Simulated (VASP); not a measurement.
## Sc (a cell with a defect): single point with PBE

Sc (a cell with a defect):

```xyz
15
Lattice="6.6829 0.0000 0.0000 -3.3414 5.7875 0.0000 0.0000 0.0000 10.6954" Properties=species:S:1:pos:R:3 pbc="T T T"
Sc   -0.0307    1.8412    1.3622
Sc   -0.0307    1.8412    6.6493
Sc    1.6923    0.9509    9.3535
Sc   -1.5513    4.7857    1.2308
Sc    0.2980    3.6912    4.0057
Sc   -1.5512    4.7857    6.7807
Sc    0.0526    3.8025    9.3534
Sc    3.3072    2.0362    1.2828
Sc    4.6280    1.0896    4.0058
Sc    3.3072    2.0362    6.7289
Sc    4.9899    0.9923    9.3535
Sc    1.7005    4.8736    1.3428
Sc    3.6160    4.5899    4.0057
Sc    1.7005    4.8736    6.6687
Sc    3.3862    3.8827    9.3534
```

```yaml
Program: VASP 6.6.1
Task: single point
Functional: PBE
Potentials_or_basis: VASP PAW PBE potentials, release 64 (Sc_sv)
Cutoff: 520 eV
k_mesh: 3 × 3 × 2
Occupations: fermi-dirac, width 0.1 eV
Spin: no spin polarisation
```

* Pressure: -3.2 GPa
* Largest force: 0.135 eV/Å
* Band gap on the k mesh: zero (an odd number of electrons rules out a gap without spin polarisation)

Forces on the atoms (eV/Å):
```
Sc   0.005 -0.001 -0.007
Sc   0.005  0.000  0.006
Sc   0.005  0.017  0.000
Sc   0.015  0.015  0.011
Sc  -0.015  0.014  0.000
Sc   0.015  0.014 -0.011
Sc  -0.013  0.010  0.001
Sc   0.013  0.009  0.005
Sc   0.007 -0.026  0.000
Sc   0.013  0.008 -0.005
Sc   0.007  0.015  0.000
Sc  -0.010  0.020 -0.006
Sc  -0.041 -0.129  0.001
Sc  -0.009  0.020  0.005
Sc   0.003  0.013  0.000
```

Stress tensor (GPa, compression positive):
```
-3.05  0.02  0.00
 0.02 -3.34  0.00
 0.00  0.00 -3.06
```

Levels at points of the mesh, in eV from the Fermi level:
| k point | band 81 | band 82 | band 83 | band 84 | band 85 | band 86 |
| --- | --- | --- | --- | --- | --- | --- |
| (0.00, 0.00, 0.00) | -0.20 | -0.17 | 0.00 | 0.05 | 0.15 | 0.15 |
| (0.00, 0.00, 0.50) | -0.24 | -0.24 | -0.19 | -0.03 | 0.01 | 0.06 |

Run time: 18 min on 1 thread of Intel(R) Xeon(R) Platinum 8488C (Sapphire Rapids) (shared host), peak memory 0.6 GiB.

Caveat: the k points lie up to 0.36 Å⁻¹ apart, too coarse for converged energies and pressures of a metal.
